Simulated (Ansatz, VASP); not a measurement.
## One calculation of IrC, two programs

```
Ir C
1.0
     0.00000    2.31055    2.31055
     2.31055    0.00000    2.31055
     2.31055    2.31055    0.00000
Ir C
1 1
Direct
  0.00000 0.00000 0.00000
  0.25000 0.25000 0.25000
```

Change from the starting cell: volume scaled by 1, crystal datasets.

Alike in both runs: task single point; functional PBE; k mesh 16 × 16 × 16; occupations fermi-dirac, width 0.08 eV; no spin polarisation.

|  | VASP | Ansatz |
| --- | --- | --- |
| version | VASP 6.6.1 | Ansatz 0.2.0 |
| potentials or method | VASP PAW PBE potentials, release 64 (Ir, C), cutoff 520 eV | all-electron PAW with datasets made for the crystal, scalar-relativistic |

Ansatz gave:

```
pressure (GPa) : 0.0
```

Problem. Estimate VASP's values.

Solution. Pressure (GPa): 2.0.

Ansatz ran all-electron here, and VASP with PAW potentials.

Spin-orbit coupling is off throughout.
